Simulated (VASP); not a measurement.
# Nb2WSe5 (Cmcm) in VASP: single point with PBE

Aim: the single point of Nb2WSe5 with PBE.

All numbers are computed with VASP 6.6.1; they aren't measurements. Logs are shortened: lines on timing, memory, paths and dates and some standing lists are left out, and cuts for length are marked.

## (1) The cell of the first run

Symmetry: Cmcm, No. 63, orthorhombic system. Conventional cell: a = 3.414 Å, b = 14.955 Å, c = 16.250 Å, α = 90.00°, β = 90.00°, γ = 90.00°. Nb (site symmetry m) has 6 Se at 2.59 to 2.87 Å and 2 W at 2.80 Å and 2 Nb at 3.41 Å within 3.5 Å. Within 3.5 Å of W (site symmetry m2m) lie 4 Se at 2.50 to 2.57 Å and 4 Nb at 2.80 Å and 2 W at 3.41 Å. Se (site symmetry m) has 1 W at 2.57 Å and 2 Nb at 2.59 Å and 5 Se at 3.41 to 3.48 Å within 3.5 Å. Within 3.5 Å of Se (site symmetry m2m) lie 2 W at 2.50 Å and 2 Nb at 2.87 Å and 2 Se at 3.41 Å. Within 3.5 Å of Se (site symmetry m) lie 3 Nb at 2.66 to 2.71 Å and 6 Se at 3.41 to 3.49 Å.

## (2) Single point, PBE

The input, INCAR:

```
SYSTEM = Nb2WSe5
ALGO = Normal
EDIFF = 1E-7
ENCUT = 520
GGA = PE
ISIF = 2
ISMEAR = 0
LASPH = .True.
LCHARG = .False.
LREAL = Auto
LWAVE = .False.
NBANDS = 84
NELM = 60
PREC = Accurate
SIGMA = 0.15
```

The input, KPOINTS:

```
k-points
0
Gamma
  4 4 1
  0 0 0
```

The input, POSCAR:

```
Nb2WSe5
1.0
    1.7069389976     -7.4773373757      0.0000000000
    1.7069389976      7.4773373757      0.0000000000
    0.0000000000      0.0000000000     16.2498571362
Nb W Se
4 2 10
Direct
    0.2356221459      0.7643778541      0.1131558334
    0.2356221459      0.7643778541      0.3868441666
    0.7643778541      0.2356221459      0.6131558334
    0.7643778541      0.2356221459      0.8868441666
    0.7352898278      0.2647101722      0.2500000000
    0.2647101722      0.7352898278      0.7500000000
    0.6093098366      0.3906901634      0.1428812418
    0.6093098366      0.3906901634      0.3571187582
    0.3570955302      0.6429044698      0.2500000000
    0.8434525934      0.1565474066      0.4633045357
    0.8434525934      0.1565474066      0.0366954643
    0.3906901634      0.6093098366      0.6428812418
    0.3906901634      0.6093098366      0.8571187582
    0.6429044698      0.3570955302      0.7500000000
    0.1565474066      0.8434525934      0.5366954643
    0.1565474066      0.8434525934      0.9633045357
```

Potentials or basis: VASP PAW PBE potentials, release 64 (Nb_sv, W_sv, Se).

Launch:

```
$ cat potpaw_PBE.64/Nb_sv/POTCAR potpaw_PBE.64/W_sv/POTCAR potpaw_PBE.64/Se/POTCAR > POTCAR
$ mpirun -np 1 vasp_std > vasp.out
```

OUTCAR:

```text
SYSTEM = Nb2WSe5
   EDIFF = 1E-7
   ENCUT = 520
   GGA = PE
   ISIF = 2
   ISMEAR = 0
   LASPH = .True.
   LREAL = Auto
   NELM = 60
   PREC = Accurate

 ion  position               nearest neighbor table
   1  0.236  0.764  0.113-   7 2.59   7 2.59  11 2.66  11 2.66  16 2.71   5 2.80   5 2.80   9 2.87

   2  0.236  0.764  0.387-   8 2.59   8 2.59  10 2.66  10 2.66  15 2.71   5 2.80   5 2.80   9 2.87

   3  0.764  0.236  0.613-  12 2.59  12 2.59  15 2.66  15 2.66  10 2.71   6 2.80   6 2.80  14 2.87

   4  0.764  0.236  0.887-  13 2.59  13 2.59  16 2.66  16 2.66  11 2.71   6 2.80   6 2.80  14 2.87

   5  0.735  0.265  0.250-   9 2.50   9 2.50   8 2.57   7 2.57   1 2.80   1 2.80   2 2.80   2 2.80

   6  0.265  0.735  0.750-  14 2.50  14 2.50  13 2.57  12 2.57   3 2.80   3 2.80   4 2.80   4 2.80

   7  0.609  0.391  0.143-   5 2.57   1 2.59   1 2.59
   8  0.609  0.391  0.357-   5 2.57   2 2.59   2 2.59
   9  0.357  0.643  0.250-   5 2.50   5 2.50   2 2.87   1 2.87
  10  0.843  0.157  0.463-   2 2.66   2 2.66   3 2.71
  11  0.843  0.157  0.037-   1 2.66   1 2.66   4 2.71
  12  0.391  0.609  0.643-   6 2.57   3 2.59   3 2.59
  13  0.391  0.609  0.857-   6 2.57   4 2.59   4 2.59
  14  0.643  0.357  0.750-   6 2.50   6 2.50   4 2.87   3 2.87
  15  0.157  0.843  0.537-   3 2.66   3 2.66   2 2.71
  16  0.157  0.843  0.963-   4 2.66   4 2.66   1 2.71

  LATTYP: Found a base centered orthorhombic cell.
 ALAT       =     3.4138779952
 B/A-ratio  =     4.3805533685
 C/A-ratio  =     4.7599407943

  Lattice vectors:

 A1 = (   1.7069389976,  -7.4773373757,   0.0000000000)
 A2 = (   1.7069389976,   7.4773373757,   0.0000000000)
 A3 = (   0.0000000000,   0.0000000000,  16.2498571362)

Analysis of symmetry for initial positions (statically):
=====================================================================
 Subroutine PRICEL returns:
 Original cell was already a primitive cell.

 Routine SETGRP: Setting up the symmetry group for a
 base centered orthorhombic supercell.

 Subroutine GETGRP returns: Found  8 space group operations
 (whereof  4 operations were pure point group operations)
 out of a pool of  8 trial point group operations.

The static configuration has the point symmetry C_2h.
 The point group associated with its full space group is D_2h.

Analysis of symmetry for dynamics (positions and initial velocities):
=====================================================================
 Subroutine PRICEL returns:
 Original cell was already a primitive cell.

 Routine SETGRP: Setting up the symmetry group for a
 base centered orthorhombic supercell.

 Subroutine GETGRP returns: Found  8 space group operations
 (whereof  4 operations were pure point group operations)
 out of a pool of  8 trial point group operations.

The dynamic configuration has the point symmetry C_2h.
 The point group associated with its full space group is D_2h.

 Subroutine INISYM returns: Found  8 space group operations
 (whereof  4 operations are pure point group operations),
 and found     1 'primitive' translations

----------------------------------------------------------------------------------------

                                     Primitive cell

  volume of cell :     414.8055

  direct lattice vectors                    reciprocal lattice vectors
     1.706938998 -7.477337376  0.000000000     0.292922009 -0.066868723  0.000000000
     1.706938998  7.477337376  0.000000000     0.292922009  0.066868723  0.000000000
     0.000000000  0.000000000 16.249857136     0.000000000  0.000000000  0.061539003

  length of vectors
     7.669694581  7.669694581 16.249857136     0.300457533  0.300457533  0.061539003

  position of ions in fractional coordinates (direct lattice)
     0.235622146  0.764377854  0.113155833
     0.235622146  0.764377854  0.386844167
     0.764377854  0.235622146  0.613155833
     0.764377854  0.235622146  0.886844167
     0.735289828  0.264710172  0.250000000
     0.264710172  0.735289828  0.750000000
[... 8 lines left out ...]
     0.156547407  0.843452593  0.536695464
     0.156547407  0.843452593  0.963304536

  ion indices of the primitive-cell ions
   primitive index   ion index
                 1           1
                 2           2
                 3           3
                 4           4
                 5           5
                 6           6
[... 8 lines left out ...]
                15          15
                16          16

----------------------------------------------------------------------------------------

 KPOINTS: k-points

Automatic generation of k-mesh.
 Grid dimensions read from file:
 generate k-points for:    4    4    1

 Generating k-lattice:

  Cartesian coordinates                     Fractional coordinates (reciprocal lattice)
     0.073230502 -0.016717181  0.000000000     0.250000000  0.000000000  0.000000000
     0.073230502  0.016717181  0.000000000     0.000000000  0.250000000  0.000000000
     0.000000000  0.000000000  0.061539003     0.000000000  0.000000000  1.000000000

  Length of vectors
     0.075114383  0.075114383  0.061539003

  Shift w.r.t. Gamma in fractional coordinates (k-lattice)
     0.000000000  0.000000000  0.000000000

 Subroutine IBZKPT returns following result:
 ===========================================

 Found      7 irreducible k-points:

 Following reciprocal coordinates:
            Coordinates               Weight
  0.000000  0.000000  0.000000      1.000000
  0.250000  0.000000  0.000000      4.000000
  0.500000  0.000000  0.000000      2.000000
  0.250000  0.250000  0.000000      2.000000
  0.500000  0.250000  0.000000      4.000000
 -0.250000  0.250000  0.000000      2.000000
  0.500000  0.500000  0.000000      1.000000
   k-points           NKPTS =      7   k-points in BZ     NKDIM =      7   number of bands    NBANDS=     84
   number of dos      NEDOS =    301   number of ions     NIONS =     16
   total plane-waves  NPLWV = 453600
   dimension x,y,z NGX =    60 NGY =   60 NGZ =  126
   dimension x,y,z NGXF=   120 NGYF=  120 NGZF=  252
   ions per type =               4   2  10
   NGX,Y,Z   is equivalent  to a cutoff of  13.01, 13.01, 12.89 a.u.
   NGXF,Y,Z  is equivalent  to a cutoff of  26.01, 26.01, 25.78 a.u.
 SYSTEM =  Nb2WSe5
   PREC   = accura    normal or accurate (medium, high low for compatibility)
   ISTART =      0    job   : 0-new  1-cont  2-samecut
   ICHARG =      2    charge: 1-file 2-atom 10-const
   ISPIN  =      1    spin polarized calculation?
   LNONCOLLINEAR =      F non collinear calculations
   LSORBIT =      F    spin-orbit coupling
   LASPH  =      T    aspherical Exc in radial PAW
   ENCUT  =  520.0 eV  38.22 Ry    6.18 a.u.  14.26 14.26 30.21*2*pi/ulx,y,z
   NELM   =     60;   NELMIN=  2; NELMDL= -5     # of ELM steps
   EDIFF  = 0.1E-06   stopping-criterion for ELM
   LREAL  =      T    real-space projection
   EDIFFG = 0.1E-05   stopping-criterion for IOM
   NSW    =      0    number of steps for IOM
   IBRION =     -1    ionic relax: 0-MD 1-quasi-New 2-CG
   NFREE  =      0    steps in history (QN), initial steepest desc. (CG)
   ISIF   =      2    stress and relaxation
   ISYM   =      2    0-nonsym 1-usesym 2-fastsym
   POTIM  = 0.5000    time-step for ionic-motion
   TEBEG  =    0.0;   TEEND  =   0.0 temperature during run
   PSTRESS=    0.0 pullay stress
   NELECT =     140.0000    total number of electrons
   NUPDOWN=      -1.0000    fix difference up-down
   EMIN   =  10.00;   EMAX   =-10.00  energy-range for DOS
   EFERMI =   0.00;   METHOD = LEGACY
   ISMEAR =     0;   SIGMA  =   0.15  broadening in eV -4-tet -1-fermi 0-gaus
   EFERMI_NEDOS =   21; number of points for ismear=-14 and -15
   IALGO  =     38    algorithm
   IMIX   =      4    mixing-type and parameters
     AMIX     =   0.40;   BMIX     =  1.00
     AMIX_MAG =   1.60;   BMIX_MAG =  1.00
  volume/ion in A,a.u.               =      25.93       174.95
  Fermi-wavevector in a.u.,A,eV,Ry     =   1.139819  2.153946 17.676526  1.299188
  Thomas-Fermi vector in A             =   2.276522
   LORBIT       =      0    0 simple, 1 ext, 2 COOP (PROOUT), +10 PAW based schemes
   GGA     = PE    functional components
   LHFCALC =     F    Hartree Fock is set to
   AEXX    =    0.0000 exact exchange contribution
   IVDW    =     0    specifies the selected vdW correction
   LEPSILON=     F    determine dielectric tensor
   LRPA    =     F    only Hartree local field effects (RPA)
 non-spin polarized calculation
 Gauss-broadening in eV      SIGMA  =   0.15
  energy-cutoff  :      520.00
  volume of cell :      414.81
 maximum number of plane-waves:     11222
 NGX is ok and might be reduce to    60
   NGX = 29   NGY = 29   NGZ = 61

 number of electron     140.0000007 magnetization

 Free energy of the ion-electron system (eV)
  ---------------------------------------------------
  ext. energy  EPLUGINS =         0.00000000
  ---------------------------------------------------
  free energy    TOTEN  =      -112.06371310 eV

  energy without entropy =     -112.02223219  energy(sigma->0) =     -112.04297264

 E-fermi :   3.7973     XC(G=0):  -9.2388

 val. band max:        3.6667275932   @ k =   0.2500   0.2500   0.0000
 cond. band min:       3.8542079653   @ k =   0.5000   0.5000   0.0000
 fundamental gap:      0.1874803721
 Fermi energy:         3.7973431483

 k-point     1 :       0.0000    0.0000    0.0000
  band No.  band energies     occupation
      1     -69.7743      2.00000
      2     -69.7743      2.00000
      3     -51.1181      2.00000
      4     -51.1173      2.00000
      5     -51.1169      2.00000
      6     -51.1161      2.00000
[... 74 lines left out ...]
     81       6.4482      0.00000
     82       6.5340      0.00000

 k-point     2 :       0.2500    0.0000    0.0000
  band No.  band energies     occupation
      1     -69.7728      2.00000
      2     -69.7728      2.00000
      3     -51.1111      2.00000
      4     -51.1109      2.00000
      5     -51.1103      2.00000
      6     -51.1101      2.00000
[... 74 lines left out ...]
     81       6.6123      0.00000
     82       6.6774      0.00000
[... 338 lines left out ...]
     81       6.4627      0.00000
     82       6.6534      0.00000

 k-point     7 :       0.5000    0.5000    0.0000
  band No.  band energies     occupation
      1     -69.7743      2.00000
      2     -69.7743      2.00000
      3     -51.1181      2.00000
      4     -51.1173      2.00000
      5     -51.1169      2.00000
      6     -51.1161      2.00000
[... 74 lines left out ...]
     81       6.4240      0.00000
     82       6.8068      0.00000
 [bands above 82 left out]

------------------------ aborting loop because EDIFF is reached ----------------------------------------

  FORCE on cell =-STRESS in cart. coord.  units (eV):
  Direction    XX          YY          ZZ          XY          YZ          ZX
  --------------------------------------------------------------------------------------
  -------------------------------------------------------------------------------------
  Total       -0.3914297      0.9248241      0.1890822      0.0000000      0.0000000      0.0000000
  in kB       -1.5118889      3.5721132      0.7303257      0.0000000      0.0000000      0.0000000
  external PRESSURE =       0.9301833 kB  Pullay stress =       0.0000000 kB

 VOLUME and BASIS-vectors are now :
 -----------------------------------------------------------------------------
  energy-cutoff  :      520.00
  volume of cell :      414.81
      direct lattice vectors                 reciprocal lattice vectors
     1.706938998 -7.477337376  0.000000000     0.292922009 -0.066868723  0.000000000
     1.706938998  7.477337376  0.000000000     0.292922009  0.066868723  0.000000000
     0.000000000  0.000000000 16.249857136     0.000000000  0.000000000  0.061539003

 POSITION                                       TOTAL-FORCE (eV/Angst)
 -----------------------------------------------------------------------------------
      1.70694      3.95368      1.83877         0.000000     -0.001577     -0.014157
      1.70694      3.95368      6.28616         0.000000     -0.001577      0.014157
      1.70694     -3.95368      9.96369         0.000000      0.001577     -0.014157
      1.70694     -3.95368     14.41109         0.000000      0.001577      0.014157
      1.70694     -3.51868      4.06246         0.000000      0.058809     -0.000000
      1.70694      3.51868     12.18739         0.000000     -0.058809     -0.000000
[... 8 lines left out ...]
      1.70694      5.13622      8.72122         0.000000      0.013194     -0.020924
      1.70694      5.13622     15.65356         0.000000      0.013194      0.020924
 -----------------------------------------------------------------------------------
    total drift:                                0.000000      0.000000      0.000000

  FREE ENERGIE OF THE ION-ELECTRON SYSTEM (eV)
  ---------------------------------------------------
  free  energy   TOTEN  =      -112.0637130963 eV

  energy  without entropy=     -112.0222321864  energy(sigma->0) =     -112.04297264
```

Run time: 11 min. Hardware: 1 thread of Intel Xeon 6975P-C (Granite Rapids), shared host; peak memory 0.93 GiB.

Results:

```
Free energy            : -112.0637 eV
Pressure               : 0.1 GPa
Largest force          : 0.070 eV/Å
Band gap on the k mesh : zero (bands 70 and 71 overlap by 0.44 eV)
```

Forces in eV/Å, atoms in the order of the input:
```
Nb   0.000 -0.002 -0.014
Nb   0.000 -0.002  0.014
Nb   0.000  0.002 -0.014
Nb   0.000  0.002  0.014
W    0.000  0.059  0.000
W    0.000 -0.059  0.000
Se   0.000  0.023 -0.034
Se   0.000  0.023  0.034
Se   0.000 -0.070  0.000
Se   0.000 -0.013  0.021
Se   0.000 -0.013 -0.021
Se   0.000 -0.023 -0.034
Se   0.000 -0.023  0.034
Se   0.000  0.070  0.000
Se   0.000  0.013 -0.021
Se   0.000  0.013  0.021
```

Stress tensor (GPa, compression positive):
```
-0.15  0.00  0.00
 0.00  0.36  0.00
 0.00  0.00  0.07
```

Levels at points of the mesh, in eV from the Fermi level:
```csv
k point,band 67,band 68,band 69,band 70,band 71,band 72,band 73,band 74
"(0.00, 0.00, 0.00)",-0.45,-0.31,0.11,0.25,0.55,0.79,1.31,1.35
"(0.50, 0.00, 0.00)",-0.77,-0.70,-0.48,-0.43,-0.14,-0.13,2.05,2.06
"(0.50, 0.50, 0.00)",-0.28,-0.17,0.06,0.30,0.52,0.77,1.30,1.41
```

Caveat: the k points lie up to 0.47 Å⁻¹ apart; spin-orbit coupling is left out, which moves the levels of the heavy elements.

The gap in the log of VASP goes by the Fermi energy; the results here count the filled bands.